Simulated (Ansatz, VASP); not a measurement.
**One calculation of EuO, two programs**

```xyz
2
Lattice="0.0000 2.5720 2.5720 2.5720 0.0000 2.5720 2.5720 2.5720 0.0000" Properties=species:S:1:pos:R:3 pbc="T T T"
Eu    2.5720    2.5720    2.5720
O     0.0000    0.0000    0.0000
```

Alike in both runs: task single point; functional r2SCAN; dispersion rVV10; k mesh 8 × 8 × 8; occupations gaussian, width 0.05 eV; collinear spin; Hubbard terms Eu f U = 4.0 eV.

|  | VASP | Ansatz |
| --- | --- | --- |
| version | VASP 6.6.1 | Ansatz 0.2.0 |
| potentials or method | VASP PAW PBE potentials, release 64 (Eu, O), cutoff 800 eV | scalar-relativistic, plane waves, PAW |
| valence electrons in the cell | 23 | 23 |

VASP gave:

| Property | Result |
| --- | --- |
| gap on the k mesh at the Fermi level (eV) | none |
| pressure (GPa) | -3.2 |
| net moment per atom (μB) | 3.50 |
| size of the moment on the site where the two differ most (μB) | 6.62 |

Task: What did Ansatz give for the same quantities?

Result: gap on the k mesh at the Fermi level (eV): none; pressure (GPa): -2.8; net moment per atom (μB): 3.50; size of the moment on the site where the two differ most (μB): 6.78.

VASP's potentials were made for PBE, not for r2SCAN. Site moments also hang on the region over which each program counts them. The programs project onto different local orbitals, so the same U acts differently, and such runs can settle in different states. A gap of «none» marks a metal or a gap that the smearing closes. Ansatz's warnings: filled band counts differ across k points, stability check not made.

Neither program's run includes spin-orbit coupling.
